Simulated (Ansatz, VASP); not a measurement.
## MgS: VASP beside Ansatz

```
CELL_PARAMETERS angstrom
0.00000 2.80521 2.88978
2.80521 0.00000 2.88978
2.80521 2.80521 0.00000
ATOMIC_POSITIONS crystal
S 0.25000 0.25000 0.25000
Mg 0.00000 0.00000 0.00000
```

Change from the starting cell: strain_z_fixed_volume = 0.02.

Alike in both runs: functional PBEsol; k mesh 8 × 8 × 8; occupations fermi-dirac, width 0.05 eV; no spin polarisation.

|  | VASP | Ansatz |
| --- | --- | --- |
| version | VASP 6.6.1 | Ansatz 0.2.0 |
| potentials or method | VASP PAW PBE potentials, release 64 (S, Mg), cutoff 520 eV | all-electron LAPW, scalar-relativistic |
| task | single point | band structure |

Ansatz gave:

```
gap on the k mesh at the Fermi level (eV)                     : 3.25
least direct gap on the mesh (eV)                             : 3.25
pressure (GPa)                                                : -0.5
traceless stress, the component that is largest in VASP (GPa) : -0.44
```

**Question.** What did VASP give for the same quantities?

**Answer.** gap on the k mesh at the Fermi level (eV): 3.25; least direct gap on the mesh (eV): 3.25; pressure (GPa): -0.6; traceless stress, the component that is largest in VASP (GPa): -0.44.

VASP's potentials were made for PBE, not for PBEsol. Ansatz ran all-electron here, and VASP with PAW potentials.
